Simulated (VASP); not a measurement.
# InP in VASP: single point with PBEsol

Aim: the single point of InP with PBEsol.

Everything below comes from runs of VASP 6.6.1. Logs are shortened: lines on timing, memory, paths and dates and some standing lists are left out, and cuts for length are marked.

## Step 1: The cell of the first run

The cell holds an amorphous packing of atoms, 12 atoms: a = 6.561 Å, b = 6.823 Å, c = 7.270 Å, α = 77.72°, β = 74.13°, γ = 89.93°.

## Step 2: Single point, PBEsol

Contents of INCAR:

```
SYSTEM = InP
PREC = Accurate ; ENCUT = 520
EDIFF = 1E-6 ; ISMEAR = 0
SIGMA = 0.1 ; LREAL = .False.
LASPH = .True. ; NELM = 100
ALGO = Normal ; ISIF = 2
LWAVE = .False. ; LCHARG = .False.
GGA = PS ; NBANDS = 66
ISYM = 0
```

Contents of KPOINTS:

```
Automatic mesh
0
Gamma
  4 3 3
  0 0 0
```

Contents of POSCAR:

```
InP
1.0
    6.4906221389     -0.0242182993      0.9566288142
   -0.0850418269      6.7747045120      0.8056772518
    0.9558011463      0.7159485925      7.1712987499
In P
6 6
Direct
    0.3266767007      0.9489963812      0.9559631111
   -0.1004639531      0.6442531912      0.8233599631
    0.9287753292      0.7781482534      0.2024647778
    0.8642551944      0.2467511156      0.7062811867
    0.6016857981      0.4994203394      0.5026729654
    0.9975219107      0.3036273628      0.2098756475
    0.8606635559      0.9366042683      0.5277920802
    0.5659666634      0.2515149104      0.2158980572
    0.6702747793      0.0231211031      0.0427744593
    0.2713060585      0.2460398267      0.6687883716
    0.3430788178      0.0470580068      0.4595613436
    0.5231903710      0.8317617276      0.6264138403
```

Potentials or basis: VASP PAW PBE potentials, release 64 (In_d, P).

Run with:

```console
cat potpaw_PBE.64/In_d/POTCAR potpaw_PBE.64/P/POTCAR > POTCAR
mpirun -np 1 vasp_std > vasp.out
```

OUTCAR:

```text
SYSTEM = InP
   PREC = Accurate
   ENCUT = 520
   EDIFF = 1E-6
   ISMEAR = 0
   LREAL = .False.
   LASPH = .True.
   NELM = 100
   ISIF = 2
   GGA = PS
   ISYM = 0

 ion  position               nearest neighbor table
   1  0.327  0.949  0.956-   9 2.58  12 2.68  10 2.69   3 2.82   6 3.69   4 3.85   2 3.93
   2  0.900  0.644  0.823-   7 2.67   4 3.04   3 3.13  12 3.31   6 3.45   9 3.45   5 3.70   1 3.93

   3  0.929  0.778  0.202-   9 2.69   7 2.73   1 2.82   5 2.94   2 3.13   6 3.26   6 3.63
   4  0.864  0.247  0.706-   9 2.58  10 2.61   7 2.71   5 2.90   2 3.04   6 3.41   1 3.85
   5  0.602  0.499  0.503-  12 2.61  10 2.61   4 2.90   3 2.94   8 3.01   6 3.35   2 3.70
   6  0.998  0.304  0.210-   8 2.84   7 2.97   3 3.26   5 3.35   4 3.41   2 3.45   9 3.49   3 3.63
                             1 3.69
   7  0.861  0.937  0.528-  12 2.20   2 2.67   4 2.71   3 2.73   6 2.97
   8  0.566  0.252  0.216-  11 2.18   9 2.20   6 2.84   5 3.01
   9  0.670  0.023  0.043-   8 2.20   4 2.58   1 2.58   3 2.69   2 3.45   6 3.49
  10  0.271  0.246  0.669-  11 2.21   4 2.61   5 2.61   1 2.69
  11  0.343  0.047  0.460-   8 2.18  10 2.21  12 2.25
  12  0.523  0.832  0.626-   7 2.20  11 2.25   5 2.61   1 2.68   2 3.31

IMPORTANT INFORMATION: All symmetrisations will be switched off!
NOSYMM: (Re-)initialisation of all symmetry stuff for point group C_1.

----------------------------------------------------------------------------------------

                                     Primitive cell

  volume of cell :     305.3066

  direct lattice vectors                    reciprocal lattice vectors
     6.490622139 -0.024218299  0.956628814     0.157240619  0.004519809 -0.021408495
    -0.085041827  6.774704512  0.805677252     0.002812168  0.149462332 -0.015296423
     0.955801146  0.715948592  7.171298750    -0.021291347 -0.017394643  0.144019096

  length of vectors
     6.560785087  6.822973631  7.270052543     0.158755676  0.150269350  0.146619900

  position of ions in fractional coordinates (direct lattice)
     0.326676701  0.948996381  0.955963111
     0.899536047  0.644253191  0.823359963
     0.928775329  0.778148253  0.202464778
     0.864255194  0.246751116  0.706281187
     0.601685798  0.499420339  0.502672965
     0.997521911  0.303627363  0.209875647
     0.860663556  0.936604268  0.527792080
     0.565966663  0.251514910  0.215898057
     0.670274779  0.023121103  0.042774459
     0.271306059  0.246039827  0.668788372
     0.343078818  0.047058007  0.459561344
     0.523190371  0.831761728  0.626413840

  ion indices of the primitive-cell ions
   primitive index   ion index
                 1           1
                 2           2
                 3           3
[... 89 lines left out ...]
   EFERMI =   0.00;   METHOD = LEGACY
   ISMEAR =     0;   SIGMA  =   0.10  broadening in eV -4-tet -1-fermi 0-gaus
   EFERMI_NEDOS =   21; number of points for ismear=-14 and -15
   IALGO  =     38    algorithm
   IMIX   =      4    mixing-type and parameters
     AMIX     =   0.40;   BMIX     =  1.00
     AMIX_MAG =   1.60;   BMIX_MAG =  1.00
  volume/ion in A,a.u.               =      25.44       171.69
  Fermi-wavevector in a.u.,A,eV,Ry     =   1.157810  2.187944 18.238939  1.340524
  Thomas-Fermi vector in A             =   2.294418
   LORBIT       =      0    0 simple, 1 ext, 2 COOP (PROOUT), +10 PAW based schemes
   GGA     = PS    functional components
   LHFCALC =     F    Hartree Fock is set to
   AEXX    =    0.0000 exact exchange contribution
   IVDW    =     0    specifies the selected vdW correction
   LEPSILON=     F    determine dielectric tensor
   LRPA    =     F    only Hartree local field effects (RPA)
 non-spin polarized calculation
 Gauss-broadening in eV      SIGMA  =   0.10
  energy-cutoff  :      520.00
  volume of cell :      305.31
 maximum number of plane-waves:      8255
 NGX is ok and might be reduce to    50
   NGX = 25   NGY = 25   NGZ = 27

 number of electron     108.0000005 magnetization

 Free energy of the ion-electron system (eV)
  ---------------------------------------------------
  ext. energy  EPLUGINS =         0.00000000
  ---------------------------------------------------
  free energy    TOTEN  =       -51.68529127 eV

  energy without entropy =      -51.68178067  energy(sigma->0) =      -51.68353597

 E-fermi :   5.6709     XC(G=0):  -9.4713

 val. band max:        5.6295910956   @ k =   0.5000   0.0000   0.0000
 cond. band min:       5.7738502288   @ k =   0.2500   0.3333   0.3333
 fundamental gap:      0.1442591332
 Fermi energy:         5.6709267832

 k-point     1 :       0.0000    0.0000    0.0000
  band No.  band energies     occupation
      1      -9.2566      2.00000
      2      -9.2301      2.00000
      3      -9.1664      2.00000
      4      -9.1308      2.00000
      5      -9.0968      2.00000
      6      -9.0799      2.00000
[... 1300 lines left out ...]
     65       9.1255      0.00000
     66       9.3187      0.00000

------------------------ aborting loop because EDIFF is reached ----------------------------------------

  FORCE on cell =-STRESS in cart. coord.  units (eV):
  Direction    XX          YY          ZZ          XY          YZ          ZX
  --------------------------------------------------------------------------------------
  -------------------------------------------------------------------------------------
  Total       -0.1089897     -0.0472422     -0.1310119     -0.0295204     -0.0527482     -0.0754483
  in kB       -0.5719520     -0.2479161     -0.6875195     -0.1549162     -0.2768099     -0.3959348
  external PRESSURE =      -0.5024625 kB  Pullay stress =       0.0000000 kB

 VOLUME and BASIS-vectors are now :
 -----------------------------------------------------------------------------
  energy-cutoff  :      520.00
  volume of cell :      305.31
      direct lattice vectors                 reciprocal lattice vectors
     6.490622139 -0.024218299  0.956628814     0.157240619  0.004519809 -0.021408495
    -0.085041827  6.774704512  0.805677252     0.002812168  0.149462332 -0.015296423
     0.955801146  0.715948592  7.171298750    -0.021291347 -0.017394643  0.144019096

 POSITION                                       TOTAL-FORCE (eV/Angst)
 -----------------------------------------------------------------------------------
      2.95334      7.10568      7.93259         0.016081      0.013457     -0.012775
      6.57073      4.93232      7.28414        -0.005040     -0.020317     -0.003272
      6.15567      5.39419      2.96736        -0.013982      0.000959      0.020771
      6.26363      2.15640      6.09053        -0.012475      0.004184      0.006851
      4.34330      3.72874      4.58278        -0.001187      0.004807      0.006029
      6.64932      2.18309      2.70396         0.009498      0.006087      0.003683
      6.01106      6.70225      5.36289        -0.027949     -0.003600     -0.008598
      3.85844      1.84480      2.29233        -0.022291     -0.017356     -0.034029
      4.38942      0.17103      0.96658         0.010938      0.009913      0.020984
      2.37925      2.13909      5.25385         0.013890     -0.002651     -0.004617
      2.66204      0.63952      3.66176         0.011489      0.001039      0.014568
      3.92382      6.07075      5.66283         0.021027      0.003480     -0.009594
 -----------------------------------------------------------------------------------
    total drift:                                0.000343      0.000125      0.000023

  FREE ENERGIE OF THE ION-ELECTRON SYSTEM (eV)
  ---------------------------------------------------
  free  energy   TOTEN  =       -51.6852912707 eV

  energy  without entropy=      -51.6817806686  energy(sigma->0) =      -51.68353597
```

OSZICAR:

```text
N       E                     dE             d eps       ncg     rms          rms(c)
DAV:   1     0.114500712042E+04    0.11450E+04   -0.47492E+04  2516   0.190E+03
DAV:   2     0.134927902816E+03   -0.10101E+04   -0.98375E+03  2508   0.509E+02
DAV:   3    -0.387904380844E+02   -0.17372E+03   -0.16646E+03  2836   0.216E+02
DAV:   4    -0.525985683240E+02   -0.13808E+02   -0.13569E+02  3064   0.582E+01
DAV:   5    -0.531594176669E+02   -0.56085E+00   -0.55900E+00  3384   0.113E+01    0.142E+01
DAV:   6    -0.517845415799E+02    0.13749E+01   -0.27103E+00  3344   0.150E+01    0.774E+00
DAV:   7    -0.517056545624E+02    0.78887E-01   -0.17540E+00  3640   0.663E+00    0.231E+00
DAV:   8    -0.516854348917E+02    0.20220E-01   -0.25654E-01  3408   0.397E+00    0.204E+00
DAV:   9    -0.516856844896E+02   -0.24960E-03   -0.30082E-02  3560   0.177E+00    0.605E-01
DAV:  10    -0.516848175602E+02    0.86693E-03   -0.76720E-03  4192   0.891E-01    0.375E-01
DAV:  11    -0.516852014561E+02   -0.38390E-03   -0.22558E-03  3296   0.332E-01    0.106E-01
DAV:  12    -0.516852543905E+02   -0.52934E-04   -0.52648E-04  3376   0.178E-01    0.573E-02
DAV:  13    -0.516852866221E+02   -0.32232E-04   -0.74986E-05  3424   0.106E-01    0.432E-02
DAV:  14    -0.516852885103E+02   -0.18882E-05   -0.14587E-05  3816   0.431E-02    0.276E-02
DAV:  15    -0.516852906129E+02   -0.21026E-05   -0.62275E-06  2744   0.184E-02    0.909E-03
DAV:  16    -0.516852912707E+02   -0.65778E-06   -0.15983E-06  2080   0.138E-02
   1 F= -.51685291E+02 E0= -.51683536E+02  d E =-.351060E-02
```

stdout:

```text
POSCAR found type information on POSCAR InP
 POSCAR found :  2 types and      12 ions
 scaLAPACK will be used
 -----------------------------------------------------------------------------
|                                                                             |
|                                                                             |
|     You enforced a specific xc type in the INCAR file but a different       |
|     I HOPE YOU KNOW WHAT YOU ARE DOING!                                     |
|                                                                             |
 -----------------------------------------------------------------------------

 LDA part: xc-table for (Slater+PW92), standard interpolation
 POSCAR, INCAR and KPOINTS ok, starting setup
 FFT: planning ... GRIDC
 FFT: planning ... GRID_SOFT
 FFT: planning ... GRID
 WAVECAR not read
 entering main loop
```

Run time: 13 min. Hardware: 1 thread of Oxide Virtual Turin-like, shared host; peak memory 0.47 GiB.

Results:

```
Free energy            : -51.6853 eV
Pressure               : -0.1 GPa
Largest force          : 0.044 eV/Å
Band gap on the k mesh : 0.14 eV, indirect (least direct gap 0.51 eV)
```

Forces on the atoms (eV/Å):
```
In   0.016  0.013 -0.013
In  -0.005 -0.020 -0.003
In  -0.014  0.001  0.021
In  -0.012  0.004  0.007
In  -0.001  0.005  0.006
In   0.009  0.006  0.004
P   -0.028 -0.004 -0.009
P   -0.022 -0.017 -0.034
P    0.011  0.010  0.021
P    0.014 -0.003 -0.005
P    0.011  0.001  0.015
P    0.021  0.003 -0.010
```

Caveat: the PAW data sets were made with another functional, which shifts forces and pressure a little; spin-orbit coupling is left out, which moves the levels of the heavy elements.
